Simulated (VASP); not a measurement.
Runs of VASP 6.6.1 on C. Symmetry: Pmmm, No. 47, orthorhombic system. Conventional cell: a = 1.329 Å, b = 1.681 Å, c = 2.478 Å, α = 90.00°, β = 90.00°, γ = 90.00°. Within 1.8 Å of C (site symmetry mmm) lie 4 C at 1.33 to 1.68 Å. 

```csv
task,potentials or basis,spin,cell,cutoff (eV),second run,gap on the mesh (eV),pressure (GPa),relaxed volume (Å³/atom)
single point,"VASP PAW PBE potentials, release 64 (C)",off,as given,520,-,none,134.7,-
single point,"VASP PAW PBE potentials, release 64 (C)","collinear, ferromagnetic start",as given,520,-,none,134.8,-
relaxation of cell and atoms,"VASP PAW PBE potentials, release 64 (C)",off,relaxed,600,-,none,0.0,(a)
relaxation of cell and atoms,"VASP PAW PBE potentials, release 64 (C_h)",off,relaxed,910,hard_potentials,none,-0.2,9.66
```

Alike in all rows: level PBE; k mesh 12 × 10 × 8; smearing gaussian 0.1 eV.

Question: Fill in the values left out.

Answer: (a) 10.35.

Caveats: all runs use coarse meshes; the volume moved by over 15 % at a fixed basis, so the end points are rough (some runs); the cutoff is under 1.25 times the usual one of these potentials, so pressure, stress and relaxed cells hold a basis-set (Pulay) error (some runs).

A gap of «none» marks levels without a gap at the run's occupations.
